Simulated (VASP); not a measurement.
Here is a VASP 6.6.1 calculation.

The input INCAR:

```
SYSTEM = PbSe
ALGO     = Normal         ! electronic algorithm
EDIFF    = 1E-7           ! SCF threshold, eV
ENCUT    = 520            ! plane-wave cutoff, eV
GGA      = PE             ! functional
ISIF     = 2              ! what is computed and relaxed
ISMEAR   = 0              ! smearing method
LASPH    = .TRUE.         ! aspherical terms in the spheres
LCHARG   = .FALSE.        ! write CHGCAR
LREAL    = .FALSE.        ! projectors in reciprocal space
LWAVE    = .FALSE.        ! write WAVECAR
NBANDS   = 28             ! bands
NELM     = 100            ! most SCF steps
PREC     = Accurate       ! precision mode
SIGMA    = 0.1            ! smearing width, eV
```

Contents of KPOINTS:

```
k-points
0
G
  6 6 6
  0 0 0
```

POSCAR

```
PbSe
1.0
   -2.0161955021      2.0161955021      7.4370252817
    2.0161955021     -2.0161955021      7.4370252817
    2.0161955021      2.0161955021     -7.4370252817
Pb Se
2 2
Direct
    0.5420832003      0.5420832003      0.0000000000
    0.2920832003      0.7920832003      0.5000000000
    0.9579167997      0.9579167997      0.0000000000
    0.7079167997      0.2079167997      0.5000000000
```

Potentials or basis: VASP PAW PBE potentials, release 64 (Pb_d, Se).

The run is started by

```bash
$ cat potpaw_PBE.64/Pb_d/POTCAR potpaw_PBE.64/Se/POTCAR > POTCAR
$ mpirun -np 1 vasp_std > vasp.out
```

(1) Estimate the band gap on the k mesh.

(2) Estimate the largest force.

(3) What does it give for the pressure?

Results:

(1) 0.68 eV (least direct gap 1.62 eV).

(2) 0.016 eV/Å.

(3) 0.0 GPa.

Caveat: spin-orbit coupling is left out, which moves the levels of the heavy elements.
